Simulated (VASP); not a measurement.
# GaN (F-43m) in VASP: notebook

The runs below take GaN through single point, with PBE+D3(BJ)+U, PBE.

Program: VASP 6.6.1. These are calculated values, not measurements. Logs are shortened: lines on timing, memory, paths and dates and some standing lists are left out, and cuts for length are marked.

### 1 The cell of the first run

Symmetry: F-43m, No. 216, cubic system. The conventional cell has a = 4.507 Å, b = 4.507 Å, c = 4.507 Å, α = 90.00°, β = 90.00°, γ = 90.00°. Within 2.6 Å of Ga (site symmetry -43m) lie 4 N at 1.95 Å. Within 2.6 Å of N (site symmetry -43m) lie 4 Ga at 1.95 Å.

### 2 Single point, PBE+D3(BJ)+U

Contents of INCAR:

```
ALGO = Normal
EDIFF = 1E-6
ENCUT = 600
GGA = PE
GGA_COMPAT = False
ISIF = 2
ISMEAR = 0
ISYM = 0
IVDW = 12
LASPH = True
LCHARG = False
LDAU = True
LDAUJ = 0 0
LDAUL = 2 -1
LDAUPRINT = 1
LDAUTYPE = 2
LDAUU = 0.62 0
LREAL = False
LWAVE = False
NBANDS = 16
NELECT = 17.75
NELM = 200
PREC = Accurate
SIGMA = 0.1
```

Contents of KPOINTS:

```
k-points
0
Gamma
  1 3 2
```

Contents of POSCAR:

```
GaN
1.0
    0.0000000000      2.2535006075      2.2535006075
    2.2535006075      0.0000000000      2.2535006075
    2.2535006075      2.2535006075      0.0000000000
Ga N
1 1
Direct
    0.0000000000      0.0000000000      0.0000000000
    0.7500000000      0.7500000000      0.7500000000
```

Potentials or basis: VASP PAW PBE potentials, release 64 (Ga_d, N).

Launch:

```bash
$ cat potpaw_PBE.64/Ga_d/POTCAR potpaw_PBE.64/N/POTCAR > POTCAR
$ mpirun -np 1 vasp_std > vasp.out
```

OUTCAR:

```text
EDIFF = 1E-6
   ENCUT = 600
   GGA = PE
   ISIF = 2
   ISMEAR = 0
   ISYM = 0
   IVDW = 12
   LASPH = True
   LREAL = False
   NELECT = 17.75
   NELM = 200
   PREC = Accurate
 IVDW          = 12

 ion  position               nearest neighbor table
   1  0.000  0.000  0.000-   2 1.95   2 1.95   2 1.95   2 1.95
   2  0.750  0.750  0.750-   1 1.95   1 1.95   1 1.95   1 1.95

IMPORTANT INFORMATION: All symmetrisations will be switched off!
NOSYMM: (Re-)initialisation of all symmetry stuff for point group C_1.

----------------------------------------------------------------------------------------

                                     Primitive cell

  volume of cell :      22.8877

  direct lattice vectors                    reciprocal lattice vectors
     0.000000000  2.253500607  2.253500607    -0.221877020  0.221877020  0.221877020
     2.253500607  0.000000000  2.253500607     0.221877020 -0.221877020  0.221877020
     2.253500607  2.253500607  0.000000000     0.221877020  0.221877020 -0.221877020

  length of vectors
     3.186931122  3.186931122  3.186931122     0.384302272  0.384302272  0.384302272

  position of ions in fractional coordinates (direct lattice)
     0.000000000  0.000000000  0.000000000
     0.750000000  0.750000000  0.750000000

  ion indices of the primitive-cell ions
   primitive index   ion index
                 1           1
                 2           2

----------------------------------------------------------------------------------------

 KPOINTS: k-points

Automatic generation of k-mesh.
 Grid dimensions read from file:
 generate k-points for:    1    3    2

 Generating k-lattice:

  Cartesian coordinates                     Fractional coordinates (reciprocal lattice)
    -0.221877020  0.221877020  0.221877020     1.000000000  0.000000000  0.000000000
     0.073959007 -0.073959007  0.073959007     0.000000000  0.333333333  0.000000000
     0.110938510  0.110938510 -0.110938510     0.000000000  0.000000000  0.500000000

  Length of vectors
     0.384302272  0.128100757  0.192151136

  Shift w.r.t. Gamma in fractional coordinates (k-lattice)
     0.000000000  0.000000000  0.000000000

 -----------------------------------------------------------------------------
|                                                                             |
|           W    W    AA    RRRRR   N    N  II  N    N   GGGG   !!!           |
|           W    W   A  A   R    R  NN   N  II  NN   N  G    G  !!!           |
|           W    W  A    A  R    R  N N  N  II  N N  N  G       !!!           |
|           W WW W  AAAAAA  RRRRR   N  N N  II  N  N N  G  GGG   !            |
|           WW  WW  A    A  R   R   N   NN  II  N   NN  G    G                |
|           W    W  A    A  R    R  N    N  II  N    N   GGGG   !!!           |
|                                                                             |
|     Your reciprocal lattice and k-lattice belong to different lattice       |
|     classes:                                                                |
|                                                                             |
|        The reciprocal lattice is body-centered cubic,                       |
|        whereas your k-lattice is face-centered orthorhombic.                |
|                                                                             |
|     Results are often still useful ...                                      |
|                                                                             |
 -----------------------------------------------------------------------------

 WARNING: IBZKPT: internal override: KBLOWUP is changed to .FALSE.
      ... skipping the blow-up phase ...

 Subroutine IBZKPT returns following result:
 ===========================================

 Found      4 irreducible k-points:

 Following reciprocal coordinates:
            Coordinates               Weight
[... 17 lines left out ...]
   LNONCOLLINEAR =      F non collinear calculations
   LSORBIT =      F    spin-orbit coupling
   LASPH  =      T    aspherical Exc in radial PAW
   ENCUT  =  600.0 eV  44.10 Ry    6.64 a.u.   6.37  6.37  6.37*2*pi/ulx,y,z
   NELM   =    200;   NELMIN=  2; NELMDL= -5     # of ELM steps
   EDIFF  = 0.1E-05   stopping-criterion for ELM
   LREAL  =      F    real-space projection
   EDIFFG = 0.1E-04   stopping-criterion for IOM
   NSW    =      0    number of steps for IOM
   IBRION =     -1    ionic relax: 0-MD 1-quasi-New 2-CG
   NFREE  =      0    steps in history (QN), initial steepest desc. (CG)
   ISIF   =      2    stress and relaxation
   ISYM   =      0    0-nonsym 1-usesym 2-fastsym
   POTIM  = 0.5000    time-step for ionic-motion
   TEBEG  =    0.0;   TEEND  =   0.0 temperature during run
   PSTRESS=    0.0 pullay stress
   NELECT =      17.7500    total number of electrons
   NUPDOWN=      -1.0000    fix difference up-down
   EMIN   =  10.00;   EMAX   =-10.00  energy-range for DOS
   EFERMI =   0.00;   METHOD = LEGACY
   ISMEAR =     0;   SIGMA  =   0.10  broadening in eV -4-tet -1-fermi 0-gaus
   EFERMI_NEDOS =   21; number of points for ismear=-14 and -15
   IALGO  =     38    algorithm
   IMIX   =      4    mixing-type and parameters
     AMIX     =   0.40;   BMIX     =  1.00
     AMIX_MAG =   1.60;   BMIX_MAG =  1.00
  volume/ion in A,a.u.               =      11.44        77.23
  Fermi-wavevector in a.u.,A,eV,Ry     =   1.504088  2.842314 30.780201  2.262281
  Thomas-Fermi vector in A             =   2.615113
   LORBIT       =      0    0 simple, 1 ext, 2 COOP (PROOUT), +10 PAW based schemes
 LDA+U is selected, type is set to LDAUTYPE =  2
   angular momentum for each species LDAUL =     2   -1
   U (eV)           for each species LDAUU =   0.6  0.0
   J (eV)           for each species LDAUJ =   0.0  0.0
   GGA     = PE    functional components
   LHFCALC =     F    Hartree Fock is set to
   AEXX    =    0.0000 exact exchange contribution
   IVDW    =    12    specifies the selected vdW correction
   LEPSILON=     F    determine dielectric tensor
   LRPA    =     F    only Hartree local field effects (RPA)
 non-spin polarized calculation
 Gauss-broadening in eV      SIGMA  =   0.10
  energy-cutoff  :      600.00
  volume of cell :       22.89
 maximum number of plane-waves:       778
 NGX is ok and might be reduce to    28
   NGX = 13   NGY = 13   NGZ = 13

atom =   1  type =  1  l = 2

 onsite density matrix

spin component  1

  1.0385 -0.0012 -0.0003  0.0020 -0.0003
 -0.0012  1.0444  0.0040  0.0012 -0.0069
 -0.0003  0.0040  1.0010 -0.0004 -0.0025
  0.0020  0.0012 -0.0004  1.0385 -0.0001
 -0.0003 -0.0069 -0.0025 -0.0001  1.0038

spin component  2

  1.0385 -0.0012 -0.0003  0.0020 -0.0003
 -0.0012  1.0444  0.0040  0.0012 -0.0069
 -0.0003  0.0040  1.0010 -0.0004 -0.0025
  0.0020  0.0012 -0.0004  1.0385 -0.0001
 -0.0003 -0.0069 -0.0025 -0.0001  1.0038

 occupancies and eigenvectors

  o =  0.9996  v =  0.0107  0.0000  0.8659  0.0107  0.5000  0.0000  0.0000  0.0000  0.0000  0.0000      0.0000  0.0000  0.0000  0.0000  0.0000  0.0000  0.0000  0.0000  0.0000  0.0000
  o =  0.9996  v =  0.0000  0.0000  0.0000  0.0000  0.0000  0.0107  0.0000  0.8659  0.0107  0.5000      0.0000  0.0000  0.0000  0.0000  0.0000  0.0000  0.0000  0.0000  0.0000  0.0000
  o =  1.0037  v =  0.0105  0.1934 -0.4905 -0.0105  0.8496  0.0000  0.0000  0.0000  0.0000  0.0000      0.0000  0.0000  0.0000  0.0000  0.0000  0.0000  0.0000  0.0000  0.0000  0.0000
  o =  1.0037  v =  0.0000  0.0000  0.0000  0.0000  0.0000  0.0105  0.1934 -0.4905 -0.0105  0.8496      0.0000  0.0000  0.0000  0.0000  0.0000  0.0000  0.0000  0.0000  0.0000  0.0000
  o =  1.0363  v =  0.6965  0.1659  0.0238 -0.6965 -0.0412  0.0000  0.0000  0.0000  0.0000  0.0000      0.0000  0.0000  0.0000  0.0000  0.0000  0.0000  0.0000  0.0000  0.0000  0.0000
  o =  1.0363  v =  0.0000  0.0000  0.0000  0.0000  0.0000  0.6965  0.1659  0.0238 -0.6965 -0.0412      0.0000  0.0000  0.0000  0.0000  0.0000  0.0000  0.0000  0.0000  0.0000  0.0000
  o =  1.0405  v =  0.0000  0.0000  0.0000  0.0000  0.0000  0.7070  0.0001 -0.0131  0.7070 -0.0076      0.0000  0.0000  0.0000  0.0000  0.0000  0.0000  0.0000  0.0000  0.0000  0.0000
  o =  1.0405  v =  0.7070  0.0001 -0.0131  0.7070 -0.0076  0.0000  0.0000  0.0000  0.0000  0.0000      0.0000  0.0000  0.0000  0.0000  0.0000  0.0000  0.0000  0.0000  0.0000  0.0000
  o =  1.0462  v =  0.0000  0.0000  0.0000  0.0000  0.0000 -0.1216  0.9670  0.0940  0.1215 -0.1629      0.0000  0.0000  0.0000  0.0000  0.0000  0.0000  0.0000  0.0000  0.0000  0.0000
  o =  1.0462  v = -0.1216  0.9670  0.0940  0.1215 -0.1629  0.0000  0.0000  0.0000  0.0000  0.0000      0.0000  0.0000  0.0000  0.0000  0.0000  0.0000  0.0000  0.0000  0.0000  0.0000

 number of electron      17.7500005 magnetization

 Free energy of the ion-electron system (eV)
  ---------------------------------------------------
  ext. energy  EPLUGINS =         0.00000000
  ---------------------------------------------------
  free energy    TOTEN  =       -10.62673708 eV

  energy without entropy =      -10.60607125  energy(sigma->0) =      -10.61640417

 E-fermi :   5.7314     XC(G=0): -11.3971

 val. band max:        5.7192859695   @ k =   0.0000   0.0000   0.0000
 cond. band min:       7.3886967732   @ k =   0.0000   0.0000   0.0000
 fundamental gap:      1.6694108037
 Fermi energy:         5.7314154302

 k-point     1 :       0.0000    0.0000    0.0000
  band No.  band energies     occupation
      1     -10.2771      2.00000
      2      -8.6026      2.00000
      3      -8.5831      2.00000
      4      -8.5464      2.00000
      5      -8.3011      2.00000
      6      -8.2244      2.00000
[... 53 lines left out ...]
      3      -8.3641      2.00000
      4      -8.3432      2.00000
      5      -8.1679      2.00000
      6      -6.2835      2.00000
[... 8 lines left out ...]
     15      27.8549      0.00000
     16      28.0380      0.00000

------------------------ aborting loop because EDIFF is reached ----------------------------------------

 Edisp (eV)   -0.50821

 E8    (eV) :    -0.2062

  FORCE on cell =-STRESS in cart. coord.  units (eV):
  Direction    XX          YY          ZZ          XY          YZ          ZX
  --------------------------------------------------------------------------------------
  -------------------------------------------------------------------------------------
  Total      -0.52313    -1.59943    -1.59943     0.24728     0.92234    -0.24727
  in kB     -36.61959  -111.96288  -111.96271    17.30976    64.56490   -17.30928
  external pressure =      -86.85 kB  Pullay stress =        0.00 kB

 VOLUME and BASIS-vectors are now :
 -----------------------------------------------------------------------------
  energy-cutoff  :      600.00
  volume of cell :       22.89
      direct lattice vectors                 reciprocal lattice vectors
     0.000000000  2.253500607  2.253500607    -0.221877020  0.221877020  0.221877020
     2.253500607  0.000000000  2.253500607     0.221877020 -0.221877020  0.221877020
     2.253500607  2.253500607  0.000000000     0.221877020  0.221877020 -0.221877020

 POSITION                                       TOTAL-FORCE (eV/Angst)
 -----------------------------------------------------------------------------------
      0.00000      0.00000      0.00000         1.285235     -0.134590      0.134597
      3.38025      3.38025      3.38025        -1.285235      0.134590     -0.134597
 -----------------------------------------------------------------------------------
    total drift:                               -0.000021     -0.000002     -0.000014

  FREE ENERGIE OF THE ION-ELECTRON SYSTEM (eV)
  ---------------------------------------------------
  free  energy   TOTEN  =       -11.1349443418 eV

  energy  without entropy=      -11.1142785113  energy(sigma->0) =      -11.12461143
```

It took 5.2 s on 1 thread of Intel Xeon 6975P-C (Granite Rapids), shared host; peak memory 0.16 GiB.

Results:

```
Free energy                : -11.1349 eV
Dispersion energy per atom : -0.254 eV
```

Eigenvalues of the final occupation matrices:
```
    site  spin  trace               eigenvalues
site 1 d     1   5.13  1.00 1.00 1.04 1.04 1.05
site 1 d     2   5.13  1.00 1.00 1.04 1.04 1.05
```

Caveat: the k points lie up to 2.41 Å⁻¹ apart; the cell carries a net charge on a neutralising background, which shifts energy and pressure; the cell is charged against a uniform background, so pressure and absolute levels hang on convention.

### 3 Single point, PBE

Contents of INCAR:

```
SYSTEM = GaN
PREC = Accurate
ENCUT = 600
EDIFF = 1E-6
ISMEAR = 1
SIGMA = 0.026
LREAL = .False.
LASPH = .True.
NELM = 120
ALGO = Normal
ISIF = 2
LWAVE = .False.
LCHARG = .True.
GGA = PE
LELF = .True.
LVHAR = .True.
NBANDS = 16
GGA_COMPAT = .False.
```

Contents of KPOINTS:

```
regular mesh
0
Gamma
  4 4 4
  0 0 0
```

Contents of POSCAR:

```
GaN
1.0
    0.0000000000      2.2519972711      2.2519972711
    2.2519972711      0.0000000000      2.2519972711
    2.2519972711      2.2519972711      0.0000000000
Ga N
1 1
Direct
    0.0000000000      0.0000000000      0.0000000000
    0.7500000000      0.7500000000      0.7500000000
```

Potentials or basis: VASP PAW PBE potentials, release 64 (Ga_d, N).

Launch:

```bash
$ cat potpaw_PBE.64/Ga_d/POTCAR potpaw_PBE.64/N/POTCAR > POTCAR
$ mpirun -np 1 vasp_std > vasp.out
```

OUTCAR:

```text
SYSTEM = GaN
   PREC = Accurate
   ENCUT = 600
   EDIFF = 1E-6
   ISMEAR = 1
   LREAL = .False.
   LASPH = .True.
   NELM = 120
   ISIF = 2
   GGA = PE

 ion  position               nearest neighbor table
   1  0.000  0.000  0.000-   2 1.95   2 1.95   2 1.95   2 1.95
   2  0.750  0.750  0.750-   1 1.95   1 1.95   1 1.95   1 1.95

  LATTYP: Found a face centered cubic cell.
 ALAT       =     4.5039945422

  Lattice vectors:

 A1 = (   0.0000000000,   2.2519972711,   2.2519972711)
 A2 = (   2.2519972711,   0.0000000000,   2.2519972711)
 A3 = (   2.2519972711,   2.2519972711,   0.0000000000)

Analysis of symmetry for initial positions (statically):
=====================================================================
 Subroutine PRICEL returns:
 Original cell was already a primitive cell.

 Routine SETGRP: Setting up the symmetry group for a
 face centered cubic supercell.

 Subroutine GETGRP returns: Found 24 space group operations
 (whereof 24 operations were pure point group operations)
 out of a pool of 48 trial point group operations.

The static configuration has the point symmetry T_d .

[... 141 lines left out ...]

  energy without entropy =      -12.07961494  energy(sigma->0) =      -12.07956783

 E-fermi :   5.3726     XC(G=0): -11.6669

 val. band max:        5.3507508199   @ k =   0.0000   0.0000   0.0000
 cond. band min:       7.0682575352   @ k =   0.0000   0.0000   0.0000
 fundamental gap:      1.7175067153
 Fermi energy:         5.3726393800

 k-point     1 :       0.0000    0.0000    0.0000
  band No.  band energies     occupation
      1     -10.6138      2.00000
      2      -8.1408      2.00000
      3      -8.1408      2.00000
      4      -8.1408      2.00000
      5      -7.8209      2.00000
      6      -7.8209      2.00000
[... 129 lines left out ...]
      3      -7.9667      2.00000
      4      -7.8119      2.00000
      5      -7.8101      2.00000
      6      -5.8403      2.00000
[... 8 lines left out ...]
     15      24.6941      0.00000
     16      29.0115      0.00000

------------------------ aborting loop because EDIFF is reached ----------------------------------------

  FORCE on cell =-STRESS in cart. coord.  units (eV):
  Direction    XX          YY          ZZ          XY          YZ          ZX
  --------------------------------------------------------------------------------------
  -------------------------------------------------------------------------------------
  Total        0.7496564      0.7496564      0.7496564     -0.0000000      0.0000000      0.0000000
  in kB       52.5822600     52.5822600     52.5822600     -0.0000000      0.0000000      0.0000000
  external PRESSURE =      52.5822600 kB  Pullay stress =       0.0000000 kB

 VOLUME and BASIS-vectors are now :
 -----------------------------------------------------------------------------
  energy-cutoff  :      600.00
  volume of cell :       22.84
      direct lattice vectors                 reciprocal lattice vectors
     0.000000000  2.251997271  2.251997271    -0.222025136  0.222025136  0.222025136
     2.251997271  0.000000000  2.251997271     0.222025136 -0.222025136  0.222025136
     2.251997271  2.251997271  0.000000000     0.222025136  0.222025136 -0.222025136

 POSITION                                       TOTAL-FORCE (eV/Angst)
 -----------------------------------------------------------------------------------
      0.00000      0.00000      0.00000         0.000000      0.000000      0.000000
      3.37800      3.37800      3.37800        -0.000000     -0.000000     -0.000000
 -----------------------------------------------------------------------------------
    total drift:                               -0.000000     -0.000000     -0.000000

  FREE ENERGIE OF THE ION-ELECTRON SYSTEM (eV)
  ---------------------------------------------------
  free  energy   TOTEN  =       -12.0795442796 eV

  energy  without entropy=      -12.0796149416  energy(sigma->0) =      -12.07956783
```

OSZICAR:

```text
N       E                     dE             d eps       ncg     rms          rms(c)
DAV:   1     0.822519098856E+02    0.82252E+02   -0.10379E+04   296   0.217E+03
DAV:   2    -0.839502807615E+01   -0.90647E+02   -0.85452E+02   296   0.339E+02
DAV:   3    -0.140518156463E+02   -0.56568E+01   -0.56304E+01   280   0.729E+01
DAV:   4    -0.141273153378E+02   -0.75500E-01   -0.75490E-01   368   0.866E+00
DAV:   5    -0.141281442996E+02   -0.82896E-03   -0.82895E-03   280   0.843E-01    0.776E+00
DAV:   6    -0.120754786771E+02    0.20527E+01   -0.49538E+00   408   0.405E+01    0.266E+00
DAV:   7    -0.120863612465E+02   -0.10883E-01   -0.34216E-01   264   0.640E+00    0.176E+00
DAV:   8    -0.120834670820E+02    0.28942E-02   -0.57417E-02   336   0.361E+00    0.731E-01
DAV:   9    -0.120792935836E+02    0.41735E-02   -0.15972E-02   392   0.304E+00    0.188E-01
DAV:  10    -0.120796336594E+02   -0.34008E-03   -0.17160E-03   328   0.651E-01    0.791E-02
DAV:  11    -0.120795368876E+02    0.96772E-04   -0.34060E-04   400   0.305E-01    0.123E-02
DAV:  12    -0.120795444673E+02   -0.75797E-05   -0.37819E-05   312   0.736E-02    0.117E-02
DAV:  13    -0.120795442796E+02    0.18773E-06   -0.16715E-06   272   0.203E-02
   1 F= -.12079544E+02 E0= -.12079568E+02  d E =0.706620E-04
```

stdout:

```text
POSCAR found type information on POSCAR GaN
 POSCAR found :  2 types and       2 ions
 scaLAPACK will be used
 LDA part: xc-table for (Slater+PW92), standard interpolation
 POSCAR, INCAR and KPOINTS ok, starting setup
 FFT: planning ... GRIDC
 FFT: planning ... GRID_SOFT
 FFT: planning ... GRID
 WAVECAR not read
 entering main loop
```

Run time: 8.6 s. Hardware: 1 thread of Intel Xeon 6975P-C (Granite Rapids), shared host; peak memory 0.15 GiB.

Results:

```yaml
Free_energy: -12.0795 eV
Pressure: 5.3 GPa
Band_gap_on_the_k_mesh: 1.72 eV, direct
```

Levels at points of the mesh, in eV from the valence-band top:
| k point | band 7 | band 8 | band 9 | band 10 | band 11 | band 12 |
| --- | --- | --- | --- | --- | --- | --- |
| (0.00, 0.00, 0.00) | 0.00 | 0.00 | 0.00 | 1.72 | 10.27 | 10.27 |
| (0.50, 0.00, 0.00) | -7.08 | -0.97 | -0.97 | 4.62 | 8.73 | 10.34 |
| (0.50, 0.50, 0.00) | -6.16 | -2.72 | -2.72 | 3.31 | 6.64 | 11.71 |

Caveat: the k points lie up to 0.60 Å⁻¹ apart. A hybrid or GW would open this gap; PBE tends to underestimate it.
